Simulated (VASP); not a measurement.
# La: single point with PBE

La:

```
La
1.0
    -1.62035    1.62035    1.62035
     1.62035   -1.62035    1.62035
     1.62035    1.62035   -1.62035
La
1
Direct
  0.00000 0.00000 0.00000
```

This isn't the form of La at room conditions, which is double hcp.

```yaml
Program: VASP 6.6.1
Task: single point
Functional: PBE
Potentials_or_basis: VASP PAW PBE potentials, release 64 (La)
Cutoff: 520 eV
k_mesh: 13 × 13 × 13
Occupations: fermi-dirac, width 0.08 eV
Spin: no spin polarisation
Dipole_correction: no
Further_INCAR_settings: ALGO = Normal; EDIFF = 1e-07; NBANDS = 12
```

```
Pressure               : 91.9 GPa
Band gap on the k mesh : zero (an odd number of electrons rules out a gap without spin polarisation)
```

Levels at points of the mesh, in eV from the Fermi level:
```csv
k point,band 2,band 3,band 4,band 5,band 6,band 7,band 8,band 9,band 10,band 11
"(0.00, 0.00, 0.00)",-11.90,-11.90,-11.90,1.60,1.63,1.63,1.63,2.35,2.35,2.35
```

It took 44 s on 1 thread of Intel Xeon 8259CL (shared host), peak memory 0.16 GiB.

Caveat: the cell stands under pressure; spin-orbit coupling is left out, which moves the levels of the heavy elements.
